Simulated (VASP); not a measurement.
Crystal: HfC.

```
Hf C
1.0
    -1.39667    2.49718    1.84734
     1.39667   -2.49718    1.84734
     1.39667    2.49718   -1.84734
Hf C
1 1
Direct
  0.98471 0.98471 0.00000
  0.67945 0.17945 0.50000
```

Base run:

- Program: VASP 6.6.1
- Functional: PBE
- Potentials or basis: VASP PAW PBE potentials, release 64 (Hf_pv, C)
- Cutoff: 520 eV
- k mesh: 12 × 12 × 12
- Occupations: fermi-dirac, width 0.05 eV
- Spin: no spin polarisation

Its results: band gap on the k mesh 0.36 eV, indirect (least direct gap 0.86 eV); pressure 68.0 GPa; largest force 11.755 eV/Å.

After a change of settings the same cell gave: band gap on the k mesh 0.31 eV, indirect (least direct gap 0.84 eV); pressure 61.6 GPa; largest force 11.575 eV/Å. Which change was it?
A. functional from PBE to BLYP; further incar settings from ALGO = Normal; EDIFF = 1e-06; NBANDS = 14 to ALGO = Normal; EDIFF = 1e-07; NBANDS = 14
B. functional from PBE to PBEsol
C. occupations from fermi-dirac, width 0.05 eV to gaussian, width 0.027 eV
D. occupations from fermi-dirac, width 0.05 eV to gaussian, width 0.012 eV; further incar settings from ALGO = Normal; EDIFF = 1e-06; NBANDS = 14 to ALGO = Normal; EDIFF = 1e-07; NBANDS = 14

B.

PBEsol binds more tightly than PBE, so the same cell stands under less pressure.

Caveats: spin-orbit coupling is left out, which moves the levels of the heavy elements; forces of over 1 eV/Å act on the atoms, so gaps and moduli don't describe the material at rest (some runs); the PAW data sets were made with another functional, which shifts forces and pressure a little (some runs).
